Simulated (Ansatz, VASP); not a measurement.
## SnO2: VASP beside Ansatz

```
CELL_PARAMETERS angstrom
4.82779 0.00000 0.00000
0.00000 4.82781 0.00000
0.00000 0.00000 3.23790
ATOMIC_POSITIONS crystal
Sn 0.50000 0.50000 0.50000
Sn 0.00000 0.00000 0.00000
O 0.26966 0.34354 0.00000
O 0.76966 0.15646 0.50000
O 0.23034 0.84354 0.50000
O 0.73034 0.65646 0.00000
```

Change from the starting cell: mode 4 frozen in at -0.252 Å and mode 7 at +0.000 Å (largest displacements).

Alike in both runs: task single point; functional PBE; k mesh 6 × 6 × 8; occupations gaussian, width 0.05 eV; no spin polarisation.

```csv
,VASP,Ansatz
version,VASP 6.6.1,Ansatz 0.2.0
potentials or method,"VASP PAW PBE potentials, release 64 (Sn_d, O), cutoff 520 eV","scalar-relativistic, plane waves, PAW"
valence electrons in the cell,52,52
```

```tsv
	VASP	Ansatz	Ansatz less VASP
gap on the k mesh at the Fermi level (eV)	1.03	1.04	+0.013
least direct gap on the mesh (eV)	1.17	1.18	+0.012
pressure (GPa)	-1.7	-2.3	-0.57
traceless stress, the component that is largest in VASP (GPa)	-1.26	-1.19	+0.069
rms of the force components (eV/Å)	0.151	0.158	+0.0075
```

Atom by atom the forces differ by 0.010 eV/Å (rms over components).
